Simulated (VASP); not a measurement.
Input of a VASP 6.6.1 run:

The input INCAR:

```
SYSTEM = HfO2
PREC     = Accurate       ! precision mode
ENCUT    = 520            ! plane-wave cutoff, eV
EDIFF    = 1E-7           ! SCF threshold, eV
ISMEAR   = 0              ! smearing method
SIGMA    = 0.05           ! smearing width, eV
LREAL    = .False.        ! projectors in reciprocal space
LASPH    = .True.         ! aspherical terms in the spheres
NELM     = 60             ! most SCF steps
ALGO     = Normal         ! electronic algorithm
ISIF     = 2              ! what is computed and relaxed
LWAVE    = .False.        ! write WAVECAR
LCHARG   = .True.         ! write CHGCAR
GGA      = PS             ! functional
LELF     = .True.         ! ELF
LVHAR    = .True.       
NBANDS   = 18             ! bands
```

Contents of KPOINTS:

```
regular mesh
0
Gamma
  8 8 8
  0 0 0
```

Contents of POSCAR:

```
HfO2
1.0
    0.0000000000      2.5193536636      2.7083051884
    2.5193536636      0.0000000000      2.7083051884
    2.5193536636      2.5193536636      0.0000000000
Hf O
1 2
Direct
    0.0000000000      0.0000000000      0.0000000000
    0.2500000000      0.2500000000      0.2500000000
    0.7500000000      0.7500000000      0.7500000000
```

Potentials or basis: VASP PAW PBE potentials, release 64 (Hf_pv, O).

Command:

```console
$ cat potpaw_PBE.64/Hf_pv/POTCAR potpaw_PBE.64/O/POTCAR > POTCAR
$ mpirun -np 1 vasp_std > vasp.out
```

(1) Predict the band gap on the k mesh.

(2) What does it give for the pressure?

Results:

(1) 2.74 eV, indirect (least direct gap 3.04 eV).

(2) -18.8 GPa.

Caveat: the PAW data sets were made with another functional, which shifts forces and pressure a little; spin-orbit coupling is left out, which moves the levels of the heavy elements.
